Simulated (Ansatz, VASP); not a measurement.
Two plane-wave programs on Si

```
CELL_PARAMETERS angstrom
0.00000 2.72210 2.72210
2.72210 0.00000 2.72210
2.72210 2.72210 0.00000
ATOMIC_POSITIONS crystal
Si 0.75000 0.75000 0.75000
Si 0.50000 0.50000 0.50000
```

Alike in both runs: task single point; functional r2SCAN; k mesh 10 × 10 × 10; occupations gaussian, width 0.02 eV; no spin polarisation.

|  | VASP | Ansatz |
| --- | --- | --- |
| version | VASP 6.6.1 | Ansatz 0.2.0 |
| potentials or method | VASP PAW PBE potentials, release 64 (Si), cutoff 520 eV | scalar-relativistic, plane waves, PAW |
| valence electrons in the cell | 8 | 8 |

Ansatz gave:

- gap on the k mesh at the Fermi level (eV): 0.78
- least direct gap on the mesh (eV): 2.74

Question: Estimate VASP's values.

Answer: gap on the k mesh at the Fermi level (eV): 0.79; least direct gap on the mesh (eV): 2.76.

VASP's potentials were made for PBE, not for r2SCAN.
